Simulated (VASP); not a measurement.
A run of VASP 6.6.1 is set up as follows.

The input INCAR:

```
SYSTEM = Bi3O
PREC = Accurate
ENCUT = 520
EDIFF = 1E-7
ISMEAR = 0
SIGMA = 0.1
LREAL = .FALSE.
LASPH = .TRUE.
NELM = 100
ALGO = Normal
ISIF = 2
LWAVE = .FALSE.
LCHARG = .TRUE.
GGA = PE
LELF = .TRUE.
LVHAR = .TRUE.
NBANDS = 34
```

Contents of KPOINTS:

```
Automatic mesh
0
G
  4 4 4
  0 0 0
```

Contents of POSCAR:

```
Bi3O
1.0
    4.9723564327      0.0000000000      0.0000000000
    0.0000000000      4.9723564327      0.0000000000
    0.0000000000      0.0000000000      4.9723564327
Bi O
3 1
Direct
    0.0000000000      0.5000000000      0.5000000000
    0.5000000000      0.0000000000      0.5000000000
    0.5000000000      0.5000000000      0.0000000000
    0.5000000000      0.5000000000      0.5000000000
```

Potentials or basis: VASP PAW PBE potentials, release 64 (Bi_d, O).

The run is started by

```console
$ cat potpaw_PBE.64/Bi_d/POTCAR potpaw_PBE.64/O/POTCAR > POTCAR
$ mpirun -np 1 vasp_std > vasp.out
```

Problem. What does it give for the pressure?

Solution. 0.0 GPa.

Problem. Predict the band gap on the k mesh.

Solution. Zero (an odd number of electrons rules out a gap without spin polarisation).

Caveat: spin-orbit coupling is left out, which moves the levels of the heavy elements; an odd number of electrons without spin polarisation forces a metal; a magnetic or distorted state may lie lower.
